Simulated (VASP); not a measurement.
# GaAs (F-43m) in VASP: single point with LDA

Aim: the single point of GaAs with LDA.

All numbers are computed with VASP 6.6.1; they aren't measurements. Logs are shortened: lines on timing, memory, paths and dates and some standing lists are left out, and cuts for length are marked.

### 1 The cell of the first run

The structure is cubic, space group F-43m (No. 216). Conventional cell: a = 5.603 Å, b = 5.603 Å, c = 5.603 Å, α = 90.00°, β = 90.00°, γ = 90.00°. Within 3.2 Å of Ga (site symmetry -43m) lie 4 As at 2.43 Å. As (site symmetry -43m) has 4 Ga at 2.43 Å within 3.2 Å.

### 2 Single point, LDA

Contents of INCAR:

```
PREC = Accurate ; ENCUT = 520
EDIFF = 1E-6 ; ISMEAR = 0
SIGMA = 0.1 ; LREAL = F
LASPH = T ; NELM = 60
ALGO = Normal ; ISIF = 2
LWAVE = F ; LCHARG = F
NBANDS = 16
```

Contents of KPOINTS:

```
Automatic mesh
0
Gamma
  12 12 12
```

Contents of POSCAR:

```
GaAs
1.0
    0.0000000000      2.8016907855      2.8016907855
    2.8016907855      0.0000000000      2.8016907855
    2.8016907855      2.8016907855      0.0000000000
Ga As
1 1
Direct
    0.0000000000      0.0000000000      0.0000000000
    0.7500000000      0.7500000000      0.7500000000
```

Potentials or basis: VASP PAW LDA potentials, release 64 (Ga_d, As).

Launch:

```
> cat potpaw_LDA.64/Ga_d/POTCAR potpaw_LDA.64/As/POTCAR > POTCAR
> mpirun -np 1 vasp_std > vasp.out
```

OUTCAR:

```text
PREC = Accurate
   ENCUT = 520
   EDIFF = 1E-6
   ISMEAR = 0
   LREAL = F
   LASPH = T
   NELM = 60
   ISIF = 2

 ion  position               nearest neighbor table
   1  0.000  0.000  0.000-   2 2.43   2 2.43   2 2.43   2 2.43
   2  0.750  0.750  0.750-   1 2.43   1 2.43   1 2.43   1 2.43

  LATTYP: Found a face centered cubic cell.
 ALAT       =     5.6033815710

  Lattice vectors:

 A1 = (   0.0000000000,   2.8016907855,   2.8016907855)
 A2 = (   2.8016907855,   0.0000000000,   2.8016907855)
 A3 = (   2.8016907855,   2.8016907855,   0.0000000000)

Analysis of symmetry for initial positions (statically):
=====================================================================
 Subroutine PRICEL returns:
 Original cell was already a primitive cell.

 Routine SETGRP: Setting up the symmetry group for a
 face centered cubic supercell.

 Subroutine GETGRP returns: Found 24 space group operations
 (whereof 24 operations were pure point group operations)
 out of a pool of 48 trial point group operations.

The static configuration has the point symmetry T_d .

Analysis of symmetry for dynamics (positions and initial velocities):
=====================================================================
 Subroutine PRICEL returns:
 Original cell was already a primitive cell.

 Routine SETGRP: Setting up the symmetry group for a
 face centered cubic supercell.

 Subroutine GETGRP returns: Found 24 space group operations
 (whereof 24 operations were pure point group operations)
 out of a pool of 48 trial point group operations.

The dynamic configuration has the point symmetry T_d .

 Subroutine INISYM returns: Found 24 space group operations
 (whereof 24 operations are pure point group operations),
 and found     1 'primitive' translations

----------------------------------------------------------------------------------------

                                     Primitive cell

  volume of cell :      43.9836

  direct lattice vectors                    reciprocal lattice vectors
     0.000000000  2.801690785  2.801690785    -0.178463663  0.178463663  0.178463663
     2.801690785  0.000000000  2.801690785     0.178463663 -0.178463663  0.178463663
     2.801690785  2.801690785  0.000000000     0.178463663  0.178463663 -0.178463663

  length of vectors
     3.962189106  3.962189106  3.962189106     0.309108132  0.309108132  0.309108132

  position of ions in fractional coordinates (direct lattice)
     0.000000000  0.000000000  0.000000000
     0.750000000  0.750000000  0.750000000

  ion indices of the primitive-cell ions
   primitive index   ion index
                 1           1
                 2           2

----------------------------------------------------------------------------------------

 KPOINTS: Automatic mesh

Automatic generation of k-mesh.
 Grid dimensions read from file:
 generate k-points for:   12   12   12

 Generating k-lattice:

  Cartesian coordinates                     Fractional coordinates (reciprocal lattice)
    -0.014871972  0.014871972  0.014871972     0.083333333  0.000000000  0.000000000
     0.014871972 -0.014871972  0.014871972     0.000000000  0.083333333  0.000000000
     0.014871972  0.014871972 -0.014871972     0.000000000  0.000000000  0.083333333

  Length of vectors
     0.025759011  0.025759011  0.025759011

  Shift w.r.t. Gamma in fractional coordinates (k-lattice)
     0.000000000  0.000000000  0.000000000

 Subroutine IBZKPT returns following result:
 ===========================================

 Found     72 irreducible k-points:

 Following reciprocal coordinates:
            Coordinates               Weight
  0.000000  0.000000  0.000000      1.000000
  0.083333  0.000000  0.000000      8.000000
  0.166667  0.000000  0.000000      8.000000
  0.250000  0.000000  0.000000      8.000000
  0.333333  0.000000  0.000000      8.000000
  0.416667  0.000000  0.000000      8.000000
[... 16 lines left out ...]
  0.500000  0.166667  0.000000     24.000000
 -0.416667  0.166667  0.000000     24.000000
 [... further k-points ...]
   k-points           NKPTS =     72   k-points in BZ     NKDIM =     72   number of bands    NBANDS=     16
   number of dos      NEDOS =    301   number of ions     NIONS =      2
   total plane-waves  NPLWV =  27000
   dimension x,y,z NGX =    30 NGY =   30 NGZ =   30
   dimension x,y,z NGXF=    60 NGYF=   60 NGZF=   60
   ions per type =               1   1
   NGX,Y,Z   is equivalent  to a cutoff of  12.59, 12.59, 12.59 a.u.
   NGXF,Y,Z  is equivalent  to a cutoff of  25.17, 25.17, 25.17 a.u.
 SYSTEM =  unknown system
   PREC   = accura    normal or accurate (medium, high low for compatibility)
   ISTART =      0    job   : 0-new  1-cont  2-samecut
   ICHARG =      2    charge: 1-file 2-atom 10-const
   ISPIN  =      1    spin polarized calculation?
   LNONCOLLINEAR =      F non collinear calculations
   LSORBIT =      F    spin-orbit coupling
   LASPH  =      T    aspherical Exc in radial PAW
   ENCUT  =  520.0 eV  38.22 Ry    6.18 a.u.   7.37  7.37  7.37*2*pi/ulx,y,z
   NELM   =     60;   NELMIN=  2; NELMDL= -5     # of ELM steps
   EDIFF  = 0.1E-05   stopping-criterion for ELM
   LREAL  =      F    real-space projection
[... 7 lines left out ...]
   TEBEG  =    0.0;   TEEND  =   0.0 temperature during run
   PSTRESS=    0.0 pullay stress
   NELECT =      18.0000    total number of electrons
   NUPDOWN=      -1.0000    fix difference up-down
   EMIN   =  10.00;   EMAX   =-10.00  energy-range for DOS
   EFERMI =   0.00;   METHOD = LEGACY
   ISMEAR =     0;   SIGMA  =   0.10  broadening in eV -4-tet -1-fermi 0-gaus
   EFERMI_NEDOS =   21; number of points for ismear=-14 and -15
   IALGO  =     38    algorithm
   IMIX   =      4    mixing-type and parameters
     AMIX     =   0.40;   BMIX     =  1.00
     AMIX_MAG =   1.60;   BMIX_MAG =  1.00
  volume/ion in A,a.u.               =      21.99       148.41
  Fermi-wavevector in a.u.,A,eV,Ry     =   1.215445  2.296859 20.099990  1.477308
  Thomas-Fermi vector in A             =   2.350832
   LORBIT       =      0    0 simple, 1 ext, 2 COOP (PROOUT), +10 PAW based schemes
   GGA     = CA    functional components
   LHFCALC =     F    Hartree Fock is set to
   AEXX    =    0.0000 exact exchange contribution
   IVDW    =     0    specifies the selected vdW correction
   LEPSILON=     F    determine dielectric tensor
   LRPA    =     F    only Hartree local field effects (RPA)
 non-spin polarized calculation
 Gauss-broadening in eV      SIGMA  =   0.10
  energy-cutoff  :      520.00
  volume of cell :       43.98
 maximum number of plane-waves:      1243
 NGX is ok and might be reduce to    30
   NGX = 15   NGY = 15   NGZ = 15

 number of electron      18.0000013 magnetization

 Free energy of the ion-electron system (eV)
  ---------------------------------------------------
  ext. energy  EPLUGINS =         0.00000000
  ---------------------------------------------------
  free energy    TOTEN  =        -9.64202535 eV

  energy without entropy =       -9.64202526  energy(sigma->0) =       -9.64202531

 E-fermi :   4.3369     XC(G=0): -10.0314

 val. band max:        4.0595173816   @ k =   0.0000   0.0000   0.0000
 cond. band min:       4.5949214164   @ k =   0.0000   0.0000   0.0000
 fundamental gap:      0.5354040349
 Fermi energy:         4.3368974185

 k-point     1 :       0.0000    0.0000    0.0000
  band No.  band energies     occupation
      1     -10.9184      2.00000
      2     -10.9184      2.00000
      3     -10.9184      2.00000
      4     -10.8335      2.00000
      5     -10.8335      2.00000
      6      -8.9002      2.00000
[... 8 lines left out ...]
     15      14.2986      0.00000
     16      14.2986      0.00000

 k-point     2 :       0.0833    0.0000    0.0000
  band No.  band energies     occupation
      1     -10.9252      2.00000
      2     -10.9166      2.00000
      3     -10.9166      2.00000
      4     -10.8336      2.00000
      5     -10.8336      2.00000
      6      -8.8152      2.00000
[... 8 lines left out ...]
     15      13.7026      0.00000
     16      13.7026      0.00000

 k-point     3 :       0.1667    0.0000    0.0000
  band No.  band energies     occupation
      1     -10.9429      2.00000
      2     -10.9120      2.00000
      3     -10.9120      2.00000
      4     -10.8337      2.00000
      5     -10.8337      2.00000
      6      -8.5676      2.00000
[... 8 lines left out ...]
     15      13.1268      0.00000
     16      13.1268      0.00000

 k-point     4 :       0.2500    0.0000    0.0000
  band No.  band energies     occupation
      1     -10.9650      2.00000
      2     -10.9062      2.00000
      3     -10.9062      2.00000
      4     -10.8332      2.00000
      5     -10.8332      2.00000
      6      -8.1807      2.00000
[... 8 lines left out ...]
     15      13.1086      0.00000
     16      13.1086      0.00000

 k-point     5 :       0.3333    0.0000    0.0000
  band No.  band energies     occupation
      1     -10.9853      2.00000
      2     -10.9014      2.00000
      3     -10.9014      2.00000
      4     -10.8318      2.00000
      5     -10.8318      2.00000
      6      -7.7049      2.00000
[... 8 lines left out ...]
     15      13.7653      0.00000
     16      13.7653      0.00000

 k-point     6 :       0.4167    0.0000    0.0000
  band No.  band energies     occupation
      1     -10.9993      2.00000
      2     -10.8985      2.00000
      3     -10.8985      2.00000
      4     -10.8302      2.00000
      5     -10.8302      2.00000
      6      -7.2549      2.00000
[... 8 lines left out ...]
     15      14.9389      0.00000
     16      14.9389      0.00000

 k-point     7 :       0.5000    0.0000    0.0000
  band No.  band energies     occupation
      1     -11.0042      2.00000
      2     -10.8975      2.00000
      3     -10.8975      2.00000
      4     -10.8294      2.00000
      5     -10.8294      2.00000
      6      -7.0519      2.00000
[... 8 lines left out ...]
     15      16.0107      0.00000
     16      16.0107      0.00000

 k-point     8 :       0.0833    0.0833    0.0000
  band No.  band energies     occupation
      1     -10.9293      2.00000
      2     -10.9150      2.00000
      3     -10.9150      2.00000
      4     -10.8349      2.00000
      5     -10.8326      2.00000
      6      -8.7870      2.00000
[... 8 lines left out ...]
     15      12.9179      0.00000
     16      14.4122      0.00000

 k-point     9 :       0.1667    0.0833    0.0000
  band No.  band energies     occupation
      1     -10.9435      2.00000
      2     -10.9112      2.00000
      3     -10.9104      2.00000
      4     -10.8363      2.00000
      5     -10.8318      2.00000
      6      -8.5936      2.00000
[... 8 lines left out ...]
     15      13.0438      0.00000
     16      14.0642      0.00000
[... 172 lines left out ...]
 k-point    19 :       0.1667    0.1667    0.0000
  band No.  band energies     occupation
      1     -10.9558      2.00000
      2     -10.9056      2.00000
      3     -10.9056      2.00000
      4     -10.8394      2.00000
      5     -10.8301      2.00000
      6      -8.4570      2.00000
[... 8 lines left out ...]
     15      13.6385      0.00000
     16      14.7523      0.00000

 k-point    20 :       0.2500    0.1667    0.0000
  band No.  band energies     occupation
      1     -10.9722      2.00000
      2     -10.9002      2.00000
      3     -10.8993      2.00000
      4     -10.8419      2.00000
      5     -10.8286      2.00000
      6      -8.1690      2.00000
[... 8 lines left out ...]
     15      14.5260      0.00000
     16      14.7502      0.00000

 k-point    21 :       0.3333    0.1667    0.0000
  band No.  band energies     occupation
      1     -10.9884      2.00000
      2     -10.8963      2.00000
      3     -10.8937      2.00000
      4     -10.8426      2.00000
      5     -10.8274      2.00000
      6      -7.7590      2.00000
[... 8 lines left out ...]
     15      14.7790      0.00000
     16      15.0696      0.00000

 k-point    22 :       0.4167    0.1667    0.0000
  band No.  band energies     occupation
      1     -11.0014      2.00000
      2     -10.8941      2.00000
      3     -10.8900      2.00000
      4     -10.8410      2.00000
      5     -10.8269      2.00000
      6      -7.2932      2.00000
[... 8 lines left out ...]
     15      15.0308      0.00000
     16      15.9466      0.00000

 k-point    23 :       0.5000    0.1667    0.0000
  band No.  band energies     occupation
      1     -11.0085      2.00000
      2     -10.8932      2.00000
      3     -10.8887      2.00000
      4     -10.8378      2.00000
      5     -10.8279      2.00000
      6      -6.9175      2.00000
[... 8 lines left out ...]
     15      15.6377      0.00000
     16      16.0383      0.00000

 k-point    24 :      -0.4167    0.1667    0.0000
  band No.  band energies     occupation
      1     -11.0085      2.00000
      2     -10.8935      2.00000
      3     -10.8896      2.00000
      4     -10.8345      2.00000
      5     -10.8306      2.00000
      6      -6.8559      2.00000
[... 8 lines left out ...]
     15      14.4883      0.00000
     16      15.1638      0.00000

 [... further k-points ...]
[... 5 lines left out ...]
  --------------------------------------------------------------------------------------
  -------------------------------------------------------------------------------------
  Total        0.0866756      0.0866756      0.0866756      0.0000000      0.0000000      0.0000000
  in kB        3.1573076      3.1573076      3.1573076      0.0000000      0.0000000      0.0000000
  external PRESSURE =       3.1573076 kB  Pullay stress =       0.0000000 kB

 VOLUME and BASIS-vectors are now :
 -----------------------------------------------------------------------------
  energy-cutoff  :      520.00
  volume of cell :       43.98
      direct lattice vectors                 reciprocal lattice vectors
     0.000000000  2.801690785  2.801690785    -0.178463663  0.178463663  0.178463663
     2.801690785  0.000000000  2.801690785     0.178463663 -0.178463663  0.178463663
     2.801690785  2.801690785  0.000000000     0.178463663  0.178463663 -0.178463663

 POSITION                                       TOTAL-FORCE (eV/Angst)
 -----------------------------------------------------------------------------------
      0.00000      0.00000      0.00000        -0.000000      0.000000      0.000000
      4.20254      4.20254      4.20254         0.000000     -0.000000     -0.000000
 -----------------------------------------------------------------------------------
    total drift:                                0.000000      0.000000      0.000000

  FREE ENERGIE OF THE ION-ELECTRON SYSTEM (eV)
  ---------------------------------------------------
  free  energy   TOTEN  =        -9.6420253489 eV

  energy  without entropy=       -9.6420252622  energy(sigma->0) =       -9.64202531
```

Wall time 24 s (1 thread of Intel Xeon 6975P-C (Granite Rapids), shared host); peak memory 0.18 GiB.

What came out:

```yaml
Free_energy: -9.6420 eV
Pressure: 0.3 GPa
Band_gap_on_the_k_mesh: 0.54 eV, direct
```
